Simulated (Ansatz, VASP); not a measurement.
**One calculation of InSb, two programs**

Contents of INCAR:

```
SYSTEM = InSb
ALGO = Fast ; EDIFF = 1E-6
ENCUT = 520 ; GGA = PE
ISIF = 2 ; ISMEAR = 1
LASPH = .True. ; LCHARG = .True.
LELF = .True. ; LREAL = .False.
LVHAR = .True. ; LWAVE = .False.
NBANDS = 26 ; NELM = 100
PREC = Accurate ; SIGMA = 0.3
```

KPOINTS

```
k-points
0
Gamma
  8 8 14
  0 0 0
```

POSCAR

```
InSb
1.0
    5.9204200000      0.0000000000      0.0000000000
    0.0000000000      5.9380040000      0.0000000000
    0.0000000000      0.0000000000      3.2224990000
In Sb
2 2
Direct
    0.0000000000      0.0000000000      0.0088050000
    0.5000000000      0.5000000000      0.9911950000
    0.0000000000      0.5000000000      0.2769970000
    0.5000000000      0.0000000000      0.7230030000
```

Input for Ansatz:

```yaml
crystal:
  lattice:
    - [5.92042, 0.0, 0.0]
    - [0.0, 5.938004, 0.0]
    - [0.0, 0.0, 3.222499]
  atoms:
    - { symbol: In, position: [0.0, 0.0, 0.008805] }
    - { symbol: In, position: [0.5, 0.5, 0.991195] }
    - { symbol: Sb, position: [0.0, 0.5, 0.276997] }
    - { symbol: Sb, position: [0.5, 0.0, 0.723003] }
basis:
  ecutwfc: 420
kpoints:
  mp_grid: { grid: [8, 8, 14] }
hamiltonian:
  xc: pbe
scf:
  occupations: { method: cold, width: 0.3 }
output:
  forces: true
  stress: true
  eigenvalues: true
```

Alike in both runs: task single point; functional PBE; k mesh 8 × 8 × 14; no spin polarisation.

```csv
,VASP,Ansatz
version,VASP 6.6.1,Ansatz 0.2.0
potentials or method,"VASP PAW PBE potentials, release 64 (In_d, Sb), cutoff 520 eV","scalar-relativistic, plane waves, PAW"
occupations,"methfessel-paxton of order 1, width 0.3 eV","cold, width 0.3 eV"
valence electrons in the cell,36,56
```

|  | VASP | Ansatz | Ansatz less VASP |
| --- | --- | --- | --- |
| gap on the k mesh at the Fermi level (eV) | none | none | - |
| pressure (GPa) | 0.0 | 0.0 | +0.05 |
| traceless stress, the component that is largest in VASP (GPa) | 0.34 | 0.41 | +0.075 |
| rms of the force components (eV/Å) | 0.024 | 0.025 | +0.0015 |

Atom by atom the forces differ by 0.002 eV/Å (rms over components). A gap of «none» marks a metal or a gap that the smearing closes. VASP's potentials hold 36 valence electrons a cell and Ansatz's 56, so a difference there can come from the potentials and not from the codes.

Spin-orbit coupling is off throughout.
